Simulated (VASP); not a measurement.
## GaN: single point with revPBE

The system is GaN.

```xyz
2
Lattice="0.0000 2.2135 2.2135 2.2135 0.0000 2.2135 2.2135 2.2135 0.0000" Properties=species:S:1:pos:R:3 pbc="T T T"
Ga    0.0000    0.0000    0.0000
N     3.3202    3.3202    3.3202
```

```
Program                : VASP 6.6.1
Task                   : single point
Functional             : revPBE
Potentials or basis    : VASP PAW PBE potentials, release 64 (Ga_d, N)
Cutoff                 : 520 eV
k mesh                 : 9 × 9 × 9
Occupations            : gaussian, width 0.01 eV
Spin                   : no spin polarisation
Dipole correction      : no
Further INCAR settings : ALGO = Normal; EDIFF = 1e-06; NBANDS = 16
```

```yaml
Pressure: 19.7 GPa
Band_gap_on_the_k_mesh: 2.11 eV, direct
```

Levels at points of the mesh, in eV from the valence-band top:
| k point | band 7 | band 8 | band 9 | band 10 | band 11 | band 12 |
| --- | --- | --- | --- | --- | --- | --- |
| (0.00, 0.00, 0.00) | 0.00 | 0.00 | 0.00 | 2.11 | 10.70 | 10.70 |

It took 9.8 s on 1 thread of Intel Xeon 6975P-C, on a shared host, peak memory 0.14 GiB.

Caveat: the PAW data sets were made with another functional, which shifts forces and pressure a little.
